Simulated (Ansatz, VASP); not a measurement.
**GaCo in VASP and in Ansatz**

```
Ga Co
1.0
     2.82275    0.00000    0.00000
     0.00000    2.82275    0.00000
     0.00000    0.00000    2.82275
Ga Co
1 1
Direct
  0.50000 0.50000 0.50000
  0.00000 0.00000 0.00000
```

Alike in both runs: task single point; functional PBE; k mesh 20 × 20 × 20; occupations gaussian, width 0.1 eV; collinear spin.

```csv
,VASP,Ansatz
version,VASP 6.6.1,Ansatz 0.2.0
potentials or method,"VASP PAW PBE potentials, release 64 (Ga_d, Co), cutoff 520 eV","scalar-relativistic, plane waves, PAW"
valence electrons in the cell,22,30
```

VASP gave:

```
gap on the k mesh at the Fermi level (eV) : none
pressure (GPa)                            : 12.9
net moment per atom (μB)                  : 0.00
```

Q: Which values does Ansatz return?

A: gap on the k mesh at the Fermi level (eV): none; pressure (GPa): 12.6; net moment per atom (μB): 0.00.

A gap of «none» marks a metal or a gap that the smearing closes. The functional is the same, so the differences come from potentials, cutoffs and numerics. VASP's potentials hold 22 valence electrons a cell and Ansatz's 30, so a difference there can come from the potentials and not from the codes. Ansatz's warnings: seeded moment not kept.
